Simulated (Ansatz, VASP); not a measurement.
KAlH5 in VASP and in Ansatz

```
K Al H
1.0
    -1.85300    3.46522    4.28846
     1.85300   -3.46522    4.28846
     1.85300    3.46522   -4.28846
K Al H
1 1 5
Direct
  0.00000 0.00000 0.00000
  0.50000 0.50000 0.00000
  0.74462 0.50000 0.24462
  0.25538 0.50000 0.75538
  0.30382 0.30382 0.00000
  0.69618 0.69618 0.00000
  0.50000 0.00000 0.50000
```

Change from the starting cell: species swapped into the AlSnF5 type (Immm, No. 71).

Alike in both runs: functional PBE; k mesh 12 × 12 × 12; occupations gaussian, width 0.1 eV; no spin polarisation.

Ansatz relaxed the structure, and its values are those at the end. VASP's run is a single point on that final structure, the one shown.

```csv
,VASP,Ansatz
version,VASP 6.6.1,Ansatz 0.2.0
potentials or method,"VASP PAW PBE potentials, release 64 (K_sv, Al, H), cutoff 500 eV","scalar-relativistic, plane waves, PAW"
valence electrons in the cell,17,17
```

Ansatz gave:

| Item | Value |
| --- | --- |
| gap on the k mesh at the Fermi level (eV) | none |
| pressure (GPa) | 0.0 |

Q: Estimate VASP's values.

A: gap on the k mesh at the Fermi level (eV): none; pressure (GPa): -0.1.

A gap of «none» marks a metal or a gap that the smearing closes. The functional is the same, so the differences come from potentials, cutoffs and numerics.
